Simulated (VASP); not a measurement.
W, 1 atom in the cell. The structure is cubic, space group Im-3m (No. 229). Conventional cell: a = 3.165 Å, b = 3.165 Å, c = 3.165 Å, α = 90.00°, β = 90.00°, γ = 90.00°. Within 3.6 Å of W (site symmetry m-3m) lie 14 W at 2.74 to 3.16 Å. 

- Program: VASP 6.6.1
- Task: single point
- Functional: HSE06
- Potentials or basis: VASP PAW PBE potentials, release 64 (W_sv)
- Cutoff: 520 eV
- k mesh: 7 × 7 × 7
- Occupations: fermi-dirac, width 0.05 eV
- Spin: no spin polarisation
- Dipole correction: no
- Grid for exact exchange (PRECFOCK): Normal
- Further INCAR settings: ALGO = Normal; EDIFF = 1e-07; NBANDS = 13
- Share of exact exchange: 0.25
- Screening parameter: 0.2079 1/Å

Potentials or basis: VASP PAW PBE potentials, release 64 (W_sv).

Command:

```console
$ cat potpaw_PBE.64/W_sv/POTCAR > POTCAR
$ cp INCAR.step1 INCAR
$ mpirun -np 1 vasp_std > vasp.out
$ cp INCAR.step2 INCAR
$ mpirun -np 1 vasp_std > vasp.out
```

Hardware: 1 thread of Intel(R) Xeon(R) Platinum 8259CL CPU @ 2.50GHz (Skylake/Cascade Lake), on a shared host.

**Question.** How long does it take, and how much memory?

**Answer.** Run time: 23 min on 1 thread of Intel(R) Xeon(R) Platinum 8259CL CPU @ 2.50GHz (Skylake/Cascade Lake), with other jobs on the host, peak memory 0.24 GiB. Counts: k points 20.
